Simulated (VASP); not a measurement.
Crystal: AlN.

```
CELL_PARAMETERS angstrom
0.10717 2.22507 2.16753
2.06850 0.11815 2.15655
2.25271 2.39831 -0.06606
ATOMIC_POSITIONS crystal
Al 0.99845 0.00403 0.99837
N 0.75155 0.74597 0.75163
```

```yaml
Program: VASP 6.6.1
Task: relaxation of cell and atoms
Functional: r2SCAN
Potentials_or_basis: VASP PAW PBE potentials, release 64 (Al, N)
Cutoff: 600 eV
k_mesh: 8 × 8 × 8
Occupations: gaussian, width 0.05 eV
Spin: no spin polarisation
```

At the start: pressure 5.6 GPa; volume 10.37 Å³/atom.

How do energy, volume and symmetry change on relaxing?

Over 13 steps the energy falls by 172.1 meV/atom and the volume is 10.41 Å³/atom (+0.4 %); space group P1 (No. 1, to 0.1 Å) before, F-43m (No. 216, to 0.1 Å).

The path:
| step | energy change (eV) | largest force (eV/Å) | pressure (GPa) | volume (Å³) |
| --- | --- | --- | --- | --- |
| 1 | 0.0000 | 1.4839 | 5.62 | 20.73 |
| 2 | -0.0637 | 2.2334 | -1.00 | 21.60 |
| 3 | -0.2942 | 0.6734 | -4.07 | 21.24 |
| 4 | -0.3297 | 0.4484 | 2.82 | 20.57 |
| 5 | -0.3316 | 0.4295 | 1.50 | 20.69 |
| 6 | -0.3397 | 0.3035 | 0.41 | 20.79 |
| 7 | -0.3413 | 0.1050 | 0.65 | 20.76 |
| 8 | -0.3432 | 0.0567 | -0.53 | 20.88 |
| 9 | -0.3433 | 0.0607 | -0.66 | 20.89 |
| 10 | -0.3441 | 0.0193 | -0.04 | 20.83 |
| 11 | -0.3441 | 0.0272 | 0.05 | 20.82 |
| 12 | -0.3441 | 0.0193 | 0.06 | 20.82 |
| 13 | -0.3441 | 0.0084 | 0.05 | 20.82 |

Final structure:
```yaml
crystal:
  lattice:
    - [-0.00289, 2.18273, 2.18469]
    - [2.18394, 0.00315, 2.18330]
    - [2.17935, 2.18665, -0.00080]
  atoms:
    - { symbol: Al, position: [0.00001, 0.00008, 0.00002] }
    - { symbol: N, position: [0.74999, 0.74992, 0.74998] }
```

Caveat: the PAW data sets were made with another functional, which shifts forces and pressure a little.
